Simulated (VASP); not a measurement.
# CsMoPb4 (P6/mmm) in VASP: further runs

CsMoPb4 is run at these levels: PBE; tasks: single point, relaxation of cell and atoms.

Everything below comes from runs of VASP 6.6.1. Logs are shortened: lines on timing, memory, paths and dates and some standing lists are left out, and cuts for length are marked.

### Step 1. The cell of the first run

It takes space group P6/mmm (No. 191, hexagonal). Conventional cell: a = 6.505 Å, b = 6.505 Å, c = 6.367 Å, α = 90.00°, β = 90.00°, γ = 120.00°. Within 4.2 Å of Cs (site symmetry 6/mmm) lie 2 Mo at 3.18 Å and 6 Pb at 3.76 Å. Mo (site symmetry 6/mmm) has 2 Cs at 3.18 Å and 6 Pb at 3.76 Å within 4.2 Å. Within 4.2 Å of Pb (site symmetry -6m2) lie 5 Pb at 3.18 to 3.76 Å and 3 Mo at 3.76 Å. Within 4.2 Å of Pb (site symmetry -6m2) lie 5 Pb at 3.18 to 3.76 Å and 3 Cs at 3.76 Å.

The cell was generated, and may not be a known phase.

### Step 2. Single point, PBE

The input, INCAR:

```
SYSTEM = CsMoPb4
PREC = Accurate
ENCUT = 520
EDIFF = 1E-6
ISMEAR = 0
SIGMA = 0.1
LREAL = .False.
LASPH = .True.
NELM = 80
ALGO = Fast
ISIF = 2
LWAVE = .False.
LCHARG = .False.
GGA = PE
NBANDS = 48
```

The input, KPOINTS:

```
regular mesh
0
Gamma
  3 3 4
  0 0 0
```

The input, POSCAR:

```
CsMoPb4
1.0
    6.5045151000      0.0000000000      0.0000000000
   -3.2522575500      5.6330753200      0.0000000000
    0.0000000000      0.0000000000      6.3665214600
Cs Mo Pb
1 1 4
Direct
    0.0000000000      0.0000000000      0.0000000000
    0.0000000000      0.0000000000      0.5000000000
    0.3333333300      0.6666666700      0.5000000000
    0.6666666700      0.3333333300      0.5000000000
    0.3333333300      0.6666666700      0.0000000000
    0.6666666700      0.3333333300      0.0000000000
```

Potentials or basis: VASP PAW PBE potentials, release 64 (Cs_sv, Mo_sv, Pb_d).

The run is started by

```bash
> cat potpaw_PBE.64/Cs_sv/POTCAR potpaw_PBE.64/Mo_sv/POTCAR potpaw_PBE.64/Pb_d/POTCAR > POTCAR
> mpirun -np 1 vasp_std > vasp.out
```

OUTCAR:

```text
SYSTEM = CsMoPb4
   PREC = Accurate
   ENCUT = 520
   EDIFF = 1E-6
   ISMEAR = 0
   LREAL = .False.
   LASPH = .True.
   NELM = 80
   ISIF = 2
   GGA = PE

 ion  position               nearest neighbor table
   1  0.000  0.000  0.000-   2 3.18   2 3.18
   2  0.000  0.000  0.500-   1 3.18   1 3.18   4 3.76   3 3.76   4 3.76   3 3.76   4 3.76   3 3.76

   3  0.333  0.667  0.500-   5 3.18   5 3.18   2 3.76   4 3.76   4 3.76   2 3.76   2 3.76   4 3.76

   4  0.667  0.333  0.500-   6 3.18   6 3.18   3 3.76   2 3.76   3 3.76   2 3.76   2 3.76   3 3.76

   5  0.333  0.667  0.000-   3 3.18   3 3.18   6 3.76   6 3.76   6 3.76
   6  0.667  0.333  0.000-   4 3.18   4 3.18   5 3.76   5 3.76   5 3.76

  LATTYP: Found a hexagonal cell.
 ALAT       =     6.5045151000
 C/A-ratio  =     0.9787849459

  Lattice vectors:

 A1 = (   6.5045151000,   0.0000000000,   0.0000000000)
 A2 = (  -3.2522575500,   5.6330753200,   0.0000000000)
 A3 = (   0.0000000000,   0.0000000000,   6.3665214600)

Analysis of symmetry for initial positions (statically):
=====================================================================
 Subroutine PRICEL returns:
 Original cell was already a primitive cell.

 Routine SETGRP: Setting up the symmetry group for a
 hexagonal supercell.

 Subroutine GETGRP returns: Found 24 space group operations
 (whereof 24 operations were pure point group operations)
 out of a pool of 24 trial point group operations.

The static configuration has the point symmetry D_6h.

Analysis of symmetry for dynamics (positions and initial velocities):
=====================================================================
 Subroutine PRICEL returns:
 Original cell was already a primitive cell.

 Routine SETGRP: Setting up the symmetry group for a
 hexagonal supercell.

 Subroutine GETGRP returns: Found 24 space group operations
 (whereof 24 operations were pure point group operations)
 out of a pool of 24 trial point group operations.

The dynamic configuration has the point symmetry D_6h.

 Subroutine INISYM returns: Found 24 space group operations
 (whereof 24 operations are pure point group operations),
 and found     1 'primitive' translations

----------------------------------------------------------------------------------------

                                     Primitive cell

  volume of cell :     233.2720

  direct lattice vectors                    reciprocal lattice vectors
[... 81 lines left out ...]
   EDIFFG = 0.1E-04   stopping-criterion for IOM
   NSW    =      0    number of steps for IOM
   IBRION =     -1    ionic relax: 0-MD 1-quasi-New 2-CG
   NFREE  =      0    steps in history (QN), initial steepest desc. (CG)
   ISIF   =      2    stress and relaxation
   ISYM   =      2    0-nonsym 1-usesym 2-fastsym
   POTIM  = 0.5000    time-step for ionic-motion
   TEBEG  =    0.0;   TEEND  =   0.0 temperature during run
   PSTRESS=    0.0 pullay stress
   NELECT =      79.0000    total number of electrons
   NUPDOWN=      -1.0000    fix difference up-down
   EMIN   =  10.00;   EMAX   =-10.00  energy-range for DOS
   EFERMI =   0.00;   METHOD = LEGACY
   ISMEAR =     0;   SIGMA  =   0.10  broadening in eV -4-tet -1-fermi 0-gaus
   EFERMI_NEDOS =   21; number of points for ismear=-14 and -15
   IALGO  =     68    algorithm
   IMIX   =      4    mixing-type and parameters
     AMIX     =   0.40;   BMIX     =  1.00
     AMIX_MAG =   1.60;   BMIX_MAG =  1.00
  volume/ion in A,a.u.               =      38.88       262.37
  Fermi-wavevector in a.u.,A,eV,Ry     =   1.141116  2.156396 17.716755  1.302145
  Thomas-Fermi vector in A             =   2.277816
   LORBIT       =      0    0 simple, 1 ext, 2 COOP (PROOUT), +10 PAW based schemes
   GGA     = PE    functional components
   LHFCALC =     F    Hartree Fock is set to
   AEXX    =    0.0000 exact exchange contribution
   IVDW    =     0    specifies the selected vdW correction
   LEPSILON=     F    determine dielectric tensor
   LRPA    =     F    only Hartree local field effects (RPA)
 non-spin polarized calculation
 RMM-DIIS sequential band-by-band and
 Gauss-broadening in eV      SIGMA  =   0.10
  energy-cutoff  :      520.00
  volume of cell :      233.27
 maximum number of plane-waves:      6324
   NGX = 25   NGY = 25   NGZ = 23

 number of electron      79.0000001 magnetization

 Free energy of the ion-electron system (eV)
  ---------------------------------------------------
  ext. energy  EPLUGINS =         0.00000000
  ---------------------------------------------------
  free energy    TOTEN  =       -18.71454196 eV

  energy without entropy =      -18.63253519  energy(sigma->0) =      -18.67353857

 E-fermi :   4.0706     XC(G=0):  -8.9421

 val. band max:        4.0699510155   @ k =   0.3333   0.3333   0.2500
 cond. band min:       4.0865105218   @ k =   0.0000   0.0000   0.5000
 fundamental gap:      0.0165595063
 Fermi energy:         4.0705541988

 k-point     1 :       0.0000    0.0000    0.0000
  band No.  band energies     occupation
      1     -56.4892      2.00000
      2     -30.6495      2.00000
      3     -30.5552      2.00000
      4     -30.5552      2.00000
      5     -17.9744      2.00000
      6     -12.9987      2.00000
[... 448 lines left out ...]
     47       6.2787      0.00000
     48       6.8080      0.00000

------------------------ aborting loop because EDIFF is reached ----------------------------------------

  FORCE on cell =-STRESS in cart. coord.  units (eV):
  Direction    XX          YY          ZZ          XY          YZ          ZX
  --------------------------------------------------------------------------------------
  -------------------------------------------------------------------------------------
  Total       -7.8126611     -7.8126611     -0.5020852      0.0000000      0.0000000      0.0000000
  in kB      -53.6595313    -53.6595313     -3.4484612      0.0000000      0.0000000      0.0000000
  external PRESSURE =     -36.9225079 kB  Pullay stress =       0.0000000 kB

 VOLUME and BASIS-vectors are now :
 -----------------------------------------------------------------------------
  energy-cutoff  :      520.00
  volume of cell :      233.27
      direct lattice vectors                 reciprocal lattice vectors
     6.504515100  0.000000000  0.000000000     0.153739362  0.088761462  0.000000000
    -3.252257550  5.633075320  0.000000000     0.000000000  0.177522924  0.000000000
     0.000000000  0.000000000  6.366521460     0.000000000  0.000000000  0.157071645

 POSITION                                       TOTAL-FORCE (eV/Angst)
 -----------------------------------------------------------------------------------
      0.00000      0.00000      0.00000        -0.000000     -0.000000      0.000000
      0.00000      0.00000      3.18326        -0.000000     -0.000000      0.000000
     -0.00000      3.75538      3.18326        -0.000000      0.000000      0.000000
      3.25226      1.87769      3.18326         0.000000     -0.000000      0.000000
     -0.00000      3.75538      0.00000         0.000000     -0.000000      0.000000
      3.25226      1.87769      0.00000         0.000000     -0.000000      0.000000
 -----------------------------------------------------------------------------------
    total drift:                               -0.000000      0.000000     -0.000000

  FREE ENERGIE OF THE ION-ELECTRON SYSTEM (eV)
  ---------------------------------------------------
  free  energy   TOTEN  =       -18.7145419575 eV

  energy  without entropy=      -18.6325351899  energy(sigma->0) =      -18.67353857
```

OSZICAR:

```text
N       E                     dE             d eps       ncg     rms          rms(c)
DAV:   1     0.985332787037E+03    0.98533E+03   -0.38246E+04   912   0.174E+03
DAV:   2     0.955786899453E+02   -0.88975E+03   -0.86739E+03   864   0.495E+02
DAV:   3    -0.124970988877E+02   -0.10808E+03   -0.10443E+03  1136   0.201E+02
DAV:   4    -0.187718496028E+02   -0.62748E+01   -0.60436E+01  1104   0.493E+01
DAV:   5    -0.189765912466E+02   -0.20474E+00   -0.20412E+00  1032   0.896E+00    0.415E+00
RMM:   6    -0.216744822204E+02   -0.26979E+01   -0.56368E+00   935   0.624E+00    0.128E+01
RMM:   7    -0.187197377194E+02    0.29547E+01   -0.10673E+00  1018   0.395E+00    0.959E-01
RMM:   8    -0.187163368088E+02    0.34009E-02   -0.19572E-01  1094   0.233E+00    0.785E-01
RMM:   9    -0.187138091585E+02    0.25277E-02   -0.55523E-02  1129   0.120E+00    0.323E-01
RMM:  10    -0.187142025242E+02   -0.39337E-03   -0.11181E-02  1246   0.632E-01    0.132E-01
RMM:  11    -0.187144625510E+02   -0.26003E-03   -0.26097E-03  1155   0.346E-01    0.361E-02
RMM:  12    -0.187145292989E+02   -0.66748E-04   -0.61449E-04  1367   0.122E-01    0.182E-02
RMM:  13    -0.187145417280E+02   -0.12429E-04   -0.12815E-04  1266   0.472E-02    0.776E-03
RMM:  14    -0.187145417425E+02   -0.14523E-07   -0.31164E-05   989   0.229E-02    0.279E-03
RMM:  15    -0.187145419575E+02   -0.21501E-06   -0.92080E-06   747   0.124E-02
   1 F= -.18714542E+02 E0= -.18673539E+02  d E =-.820068E-01
```

stdout:

```text
POSCAR found type information on POSCAR CsMoPb
 POSCAR found :  3 types and       6 ions
 scaLAPACK will be used
 LDA part: xc-table for (Slater+PW92), standard interpolation
 POSCAR, INCAR and KPOINTS ok, starting setup
 FFT: planning ... GRIDC
 FFT: planning ... GRID_SOFT
 FFT: planning ... GRID
 WAVECAR not read
 entering main loop
```

Wall time 1.8 min (1 thread of Intel Xeon Platinum 8488C (Sapphire Rapids), shared host); peak memory 0.37 GiB.

What came out:

```yaml
Free_energy: -18.7145 eV
Pressure: -3.7 GPa
Band_gap_on_the_k_mesh: zero (an odd number of electrons rules out a gap without spin polarisation)
```

Caveat: the k points lie up to 0.37 Å⁻¹ apart, too coarse for converged energies and pressures of a metal; spin-orbit coupling is left out, which moves the levels of the heavy elements.

### Step 3. Single point, PBE

This run uses another cell than the first one, of 31.91 Å³/atom.

The input, INCAR:

```
PREC     = Accurate       # precision mode
ENCUT    = 520            # plane-wave cutoff, eV
EDIFF    = 1E-7           # SCF threshold, eV
ISMEAR   = 0              # smearing method
SIGMA    = 0.1            # smearing width, eV
LREAL    = F              # projectors in reciprocal space
LASPH    = T              # aspherical terms in the spheres
NELM     = 100            # most SCF steps
ALGO     = Normal         # electronic algorithm
ISIF     = 2              # what is computed and relaxed
LWAVE    = F              # write WAVECAR
LCHARG   = T              # write CHGCAR
GGA      = PE             # functional
LELF     = T              # ELF
LVHAR    = T            
NBANDS   = 48             # bands
```

The input, KPOINTS:

```
Automatic mesh
0
Gamma
  3 3 4
```

The input, POSCAR:

```
CsMoPb4
1.0
    5.8274318101      0.0000000000      0.0000000000
   -2.9137159050      5.0467039864      0.0000000000
    0.0000000000      0.0000000000      6.5099244473
Cs Mo Pb
1 1 4
Direct
    0.0000000000      0.0000000000      0.0000000000
    0.0000000000      0.0000000000      0.5000000000
    0.3333333333      0.6666666667      0.5000000000
    0.6666666667      0.3333333333      0.5000000000
    0.3333333333      0.6666666667      0.0000000000
    0.6666666667      0.3333333333      0.0000000000
```

Potentials or basis: VASP PAW PBE potentials, release 64 (Cs_sv, Mo_sv, Pb_d).

The run is started by

```bash
> cat potpaw_PBE.64/Cs_sv/POTCAR potpaw_PBE.64/Mo_sv/POTCAR potpaw_PBE.64/Pb_d/POTCAR > POTCAR
> mpirun -np 1 vasp_std > vasp.out
```

Run time: 1.8 min. Hardware: 1 thread of Intel Xeon Platinum 8488C (Sapphire Rapids), shared host; peak memory 0.35 GiB.

Results (log left out):

| Property | Result |
| --- | --- |
| Free energy | -19.7561 eV |
| Pressure | 0.1 GPa |
| Band gap on the k mesh | zero (an odd number of electrons rules out a gap without spin polarisation) |

Stress tensor (GPa, compression positive):
```
0.01 0.00 0.00
0.00 0.01 0.00
0.00 0.00 0.14
```

Levels at points of the mesh, in eV from the Fermi level:
```tsv
k point	band 36	band 37	band 38	band 39	band 40	band 41	band 42	band 43
(0.00, 0.00, 0.00)	-1.01	-1.01	-0.56	-0.35	-0.31	-0.31	1.06	1.06
(0.00, 0.00, 0.50)	-1.89	-0.09	0.00	0.00	0.24	0.81	0.81	0.87
```

Caveat: the k points lie up to 0.42 Å⁻¹ apart, too coarse for converged energies and pressures of a metal; spin-orbit coupling is left out, which moves the levels of the heavy elements.

### Step 4. Relaxation of cell and atoms, PBE

The input, INCAR:

```
SYSTEM = CsMoPb4
  ALGO = Fast
  EDIFF = 1E-6
  EDIFFG = -0.04
  ENCUT = 600
  GGA = PE
  IBRION = 2
  ISIF = 3
  ISMEAR = 0
  LASPH = .TRUE.
  LCHARG = .FALSE.
  LREAL = .FALSE.
  LWAVE = .FALSE.
  NELM = 60
  NSW = 90
  PREC = Accurate
  SIGMA = 0.1
```

The input, KPOINTS:

```
k-points
0
G
  3 3 4
  0 0 0
```

The input, POSCAR:

```
CsMoPb4
1.0
    6.5045151000      0.0000000000      0.0000000000
   -3.2522575500      5.6330753200      0.0000000000
    0.0000000000      0.0000000000      6.3665214600
Cs Mo Pb
1 1 4
Direct
    0.0000000000      0.0000000000      0.0000000000
    0.0000000000      0.0000000000      0.5000000000
    0.3333333300      0.6666666700      0.5000000000
    0.6666666700      0.3333333300      0.5000000000
    0.3333333300      0.6666666700      0.0000000000
    0.6666666700      0.3333333300      0.0000000000
```

The run is started by

```bash
> cat potpaw_PBE.64/Cs_sv/POTCAR potpaw_PBE.64/Mo_sv/POTCAR potpaw_PBE.64/Pb_d/POTCAR > POTCAR
> mpirun -np 1 vasp_std > vasp.out
```

Run time: 19 min. Hardware: 1 thread of Intel Xeon Platinum 8488C (Sapphire Rapids), shared host; peak memory 0.5 GiB.

The run converged. Its results:

```yaml
Free_energy: -19.7592 eV
Relaxed_volume: 32.08 Å³/atom
Relaxed_cell: a = 5.836 Å, b = 5.836 Å, c = 6.525 Å, α = 90.00°, β = 90.00°, γ = 120.00°
Space_group_after_relaxing_to_0.1_Å: P6/mmm (No. 191)
Energy_gained_by_relaxing: 174.2 meV/atom
Ionic_steps: 8
Pressure_after_relaxing: -0.1 GPa
Band_gap_on_the_k_mesh: zero (an odd number of electrons rules out a gap without spin polarisation)
```

Stress tensor (GPa, compression positive):
```
-0.10  0.00  0.00
 0.00 -0.10  0.00
 0.00  0.00  0.01
```

Step by step:
```
step  energy change (eV)  largest force (eV/Å)  pressure (GPa)  volume (Å³)
   1              0.0000                0.0000           -3.66       233.27
   2             -0.8041                0.0000           -1.80       204.28
   3             -1.0032                0.0000            0.56       188.07
   4             -1.0039                0.0000            0.79       186.84
   5             -1.0413                0.0000            0.45       189.49
   6             -1.0418                0.0000            0.41       189.95
   7             -1.0419                0.0000            0.41       189.85
   8             -1.0449                0.0000           -0.06       192.49
```

Final structure:
```cif
data_structure
_symmetry_space_group_name_H-M 'P 1'
_symmetry_Int_Tables_number 1
_cell_length_a 5.8364
_cell_length_b 5.8364
_cell_length_c 6.5250
_cell_angle_alpha 90.000
_cell_angle_beta 90.000
_cell_angle_gamma 120.000
_cell_volume 192.49
loop_
_atom_site_label
_atom_site_type_symbol
_atom_site_fract_x
_atom_site_fract_y
_atom_site_fract_z
_atom_site_occupancy
Cs1 Cs 0.00000 0.00000 0.00000 1
Mo1 Mo 0.00000 0.00000 0.50000 1
Pb1 Pb 0.33333 0.66667 0.50000 1
Pb2 Pb 0.66667 0.33333 0.50000 1
Pb3 Pb 0.33333 0.66667 0.00000 1
Pb4 Pb 0.66667 0.33333 0.00000 1
```

Levels at points of the mesh, in eV from the Fermi level:
| k point | band 36 | band 37 | band 38 | band 39 | band 40 | band 41 | band 42 | band 43 |
| --- | --- | --- | --- | --- | --- | --- | --- | --- |
| (0.00, 0.00, 0.00) | -1.01 | -1.01 | -0.56 | -0.34 | -0.30 | -0.30 | 1.06 | 1.06 |
| (0.00, 0.00, 0.50) | -1.87 | -0.09 | 0.00 | 0.00 | 0.23 | 0.81 | 0.81 | 0.86 |

Caveat: the k points lie up to 0.41 Å⁻¹ apart in the final cell, too coarse for converged energies and pressures of a metal; the volume moved by over 15 % at a fixed basis, so the end points are rough; spin-orbit coupling is left out, which moves the levels of the heavy elements.

### Step 5. Single point, PBE, collinear spin

This run uses another cell than the first one, of 31.91 Å³/atom.

The input, INCAR:

```
SYSTEM = CsMoPb4
PREC = Accurate
ENCUT = 520
EDIFF = 1E-6
ISMEAR = 0
SIGMA = 0.1
LREAL = .False.
LASPH = .True.
NELM = 150
ALGO = Normal
ISIF = 2
LWAVE = .False.
LCHARG = .False.
ISPIN = 2
MAGMOM = 0 1 0 0 0 0
LORBIT = 11
LMAXMIX = 4
GGA = PE
NBANDS = 52
```

The input, KPOINTS:

```
Automatic mesh
0
Gamma
  3 3 4
  0 0 0
```

The input, POSCAR:

```
CsMoPb4
1.0
    5.8274318101      0.0000000000      0.0000000000
   -2.9137159050      5.0467039864      0.0000000000
    0.0000000000      0.0000000000      6.5099244473
Cs Mo Pb
1 1 4
Direct
    0.0000000000      0.0000000000      0.0000000000
    0.0000000000      0.0000000000      0.5000000000
    0.3333333333      0.6666666667      0.5000000000
    0.6666666667      0.3333333333      0.5000000000
    0.3333333333      0.6666666667      0.0000000000
    0.6666666667      0.3333333333      0.0000000000
```

The run is started by

```bash
> cat potpaw_PBE.64/Cs_sv/POTCAR potpaw_PBE.64/Mo_sv/POTCAR potpaw_PBE.64/Pb_d/POTCAR > POTCAR
> mpirun -np 1 vasp_std > vasp.out
```

Run time: 5.5 min. Hardware: 1 thread of Intel Xeon Platinum 8488C (Sapphire Rapids), shared host; peak memory 0.47 GiB.

It converged, with:

- Free energy: -20.7748 eV
- Pressure: 2.6 GPa
- Net moment: 3.90 μB per cell
- Site moments: Cs +0.05; Mo +3.31; Pb -0.04, -0.02 (each value once) μB
- Valence electrons inside the program's atomic spheres: Cs 6.64; Mo 12.15; Pb 11.96, 12.03 (each value once)

Stress tensor (GPa, compression positive):
```
2.17 0.00 0.00
0.00 2.17 0.00
0.00 0.00 3.53
```

Levels at points of the mesh, in eV from the Fermi level:
Spin up:
```csv
k point,band 37,band 38,band 39,band 40,band 41,band 42,band 43,band 44,band 45,band 46
"(0.00, 0.00, 0.00)",-1.78,-1.78,-1.50,-1.50,-0.47,0.52,0.52,0.56,1.54,1.54
"(0.00, 0.00, 0.50)",-1.55,-1.55,-0.97,-0.47,0.23,0.23,0.36,1.23,1.23,1.25
```
Spin down:
```csv
k point,band 34,band 35,band 36,band 37,band 38,band 39,band 40,band 41,band 42,band 43
"(0.00, 0.00, 0.00)",-2.80,-2.80,-1.02,-1.02,-0.48,0.37,0.50,0.50,0.86,0.86
"(0.00, 0.00, 0.50)",-2.08,-2.01,-2.01,-0.25,0.24,0.62,0.62,0.95,0.95,1.77
```

Caveat: the k points lie up to 0.42 Å⁻¹ apart; spin-orbit coupling is left out, which moves the levels of the heavy elements.

### Step 6. Summary

```tsv
task	spin	cell	cutoff (eV)	gap on the mesh (eV)	pressure (GPa)
single point	off	a = 6.505, b = 6.505, c = 6.367 Å, angles 90.0, 90.0, 120.0°, 6 atoms	520	none	-3.7
single point	off	a = 5.827, b = 5.827, c = 6.510 Å, angles 90.0, 90.0, 120.0°, 6 atoms	520	none	0.1
relaxation of cell and atoms	off	relaxed from a = 6.505, b = 6.505, c = 6.367 Å, angles 90.0, 90.0, 120.0°, 6 atoms	600	none	-0.1
single point	collinear	a = 5.827, b = 5.827, c = 6.510 Å, angles 90.0, 90.0, 120.0°, 6 atoms	520	none	2.6
```

Alike in all rows: level PBE; potentials or basis VASP PAW PBE potentials, release 64 (Cs_sv, Mo_sv, Pb_d); k mesh 3 × 3 × 4; smearing gaussian 0.1 eV.

Caveats: all runs use coarse meshes; spin-orbit coupling is left out, which moves the levels of the heavy elements; the volume moved by over 15 % at a fixed basis, so the end points are rough (at least some runs).

Absolute energies hang on the potentials; compare differences alone.

The gap in the log of VASP goes by the Fermi energy; the results here count the filled bands.